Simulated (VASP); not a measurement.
Runs of VASP 6.6.1 on Y. The structure is that of space group Fm-3m (No. 225), or close to it. The cells are those of the table. This isn't the form of Y at room conditions, which is hcp.

```tsv
task	level	cell	gap on the mesh (eV)	pressure (GPa)
single point	PBE	a = 3.609 Å, angles 60.0°, 1 atom	none	-1.1
electric field gradients	PBEsol	a = 3.609 Å, angles 60.0°, 1 atom	none	-2.9
single point	PBEsol	a = 3.609 Å, angles 60.0°, 1 atom	none	-2.9
electric field gradients	PBEsol	a = 3.657 Å, angles 60.0°, 1 atom	none	(a)
```

Alike in all rows: potentials or basis VASP PAW PBE potentials, release 64 (Y_sv); no spin polarisation; k mesh 12 × 12 × 12; cutoff (eV) 520; smearing fermi-dirac 0.03 eV.

Q: Fill in the values left out.

A: (a) -4.1.

Caveats: the PAW data sets were made with another functional, which shifts forces and pressure a little (at least some runs); the cell stands under tension (at least some runs).

A k mesh can miss the band edges, and the runs leave out spin-orbit coupling on Y.

A gap of «none» marks levels without a gap at the run's occupations.
